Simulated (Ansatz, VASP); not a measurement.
One calculation of TiN, two programs

INCAR

```
PREC     = Accurate       # precision mode
ENCUT    = 600            # plane-wave cutoff, eV
EDIFF    = 1E-6           # SCF threshold, eV
ISMEAR   = 1              # smearing method
SIGMA    = 0.1            # smearing width, eV
LREAL    = False          # projectors in reciprocal space
LASPH    = True           # aspherical terms in the spheres
NELM     = 120            # most SCF steps
ALGO     = Normal         # electronic algorithm
ISIF     = 2              # what is computed and relaxed
LWAVE    = False          # write WAVECAR
LCHARG   = False          # write CHGCAR
GGA      = CA             # functional
NBANDS   = 82             # bands
GGA_COMPAT= False
```

Contents of KPOINTS:

```
Automatic mesh
0
Gamma
  4 4 4
```

POSCAR

```
TiN
1.0
    0.0000000000      4.2465873478      4.2465873478
    4.2465873478      0.0000000000      4.2465873478
    4.2465873478      4.2465873478      0.0000000000
Ti N
8 8
Direct
    0.0000000000      0.0000000000      0.0000000000
    0.0000000000      0.0000000000      0.5000000000
    0.0000000000      0.5000000000      0.0000000000
    0.0000000000      0.5000000000      0.5000000000
    0.5000000000      0.0000000000      0.0000000000
    0.5000000000      0.0000000000      0.5000000000
    0.5000000000      0.5000000000      0.0000000000
    0.5000000000      0.5000000000      0.5000000000
    0.2500000000      0.2500000000      0.2500000000
    0.2500000000      0.2500000000      0.7500000000
    0.2500000000      0.7500000000      0.2500000000
    0.2500000000      0.7500000000      0.7500000000
    0.7500000000      0.2500000000      0.2500000000
    0.7500000000      0.2500000000      0.7500000000
    0.7500000000      0.7500000000      0.2500000000
    0.7500000000      0.7500000000      0.7500000000
```

Input for Ansatz:

```yaml
crystal:
  lattice:
    - [0.0, 4.2465873478, 4.2465873478]
    - [4.2465873478, 0.0, 4.2465873478]
    - [4.2465873478, 4.2465873478, 0.0]
  atoms:
    - { symbol: Ti, position: [0.0, 0.0, 0.0] }
    - { symbol: "N", position: [0.25, 0.25, 0.25] }
    - { symbol: Ti, position: [0.0, 0.0, 0.5] }
    - { symbol: "N", position: [0.25, 0.25, 0.75] }
    - { symbol: Ti, position: [0.0, 0.5, 0.0] }
    - { symbol: "N", position: [0.25, 0.75, 0.25] }
    - { symbol: Ti, position: [0.0, 0.5, 0.5] }
    - { symbol: "N", position: [0.25, 0.75, 0.75] }
    - { symbol: Ti, position: [0.5, 0.0, 0.0] }
    - { symbol: "N", position: [0.75, 0.25, 0.25] }
    - { symbol: Ti, position: [0.5, 0.0, 0.5] }
    - { symbol: "N", position: [0.75, 0.25, 0.75] }
    - { symbol: Ti, position: [0.5, 0.5, 0.0] }
    - { symbol: "N", position: [0.75, 0.75, 0.25] }
    - { symbol: Ti, position: [0.5, 0.5, 0.5] }
    - { symbol: "N", position: [0.75, 0.75, 0.75] }
basis:
  ecutwfc: 420
  xc_grid: 2
hamiltonian:
  xc: lda
  pseudopotentials: { kind: paw, azcp: { folder: soft_1 } }
kpoints:
  mp_grid: { grid: [4, 4, 4] }
scf:
  occupations: { method: methfessel_paxton, width: 0.1 }
  max_iter: 120
output:
  forces: true
  stress: true
```

Alike in both runs: task single point; functional LDA; k mesh 4 × 4 × 4; occupations methfessel-paxton of order 1, width 0.1 eV; no spin polarisation.

|  | VASP | Ansatz |
| --- | --- | --- |
| version | VASP 6.6.1 | Ansatz 0.2.0 |
| potentials or method | VASP PAW LDA potentials, release 64 (Ti_sv, N), cutoff 600 eV | plane-wave PAW DFT |
| valence electrons in the cell | 136 | 136 |

|  | VASP | Ansatz | Ansatz less VASP |
| --- | --- | --- | --- |
| pressure (GPa) | -14.2 | -15.0 | -0.85 |

Ansatz warns that its potentials were made for another functional, while VASP's fit it. LDA's correlation is that of Perdew and Zunger in VASP and of Perdew and Wang (1992) in Ansatz.
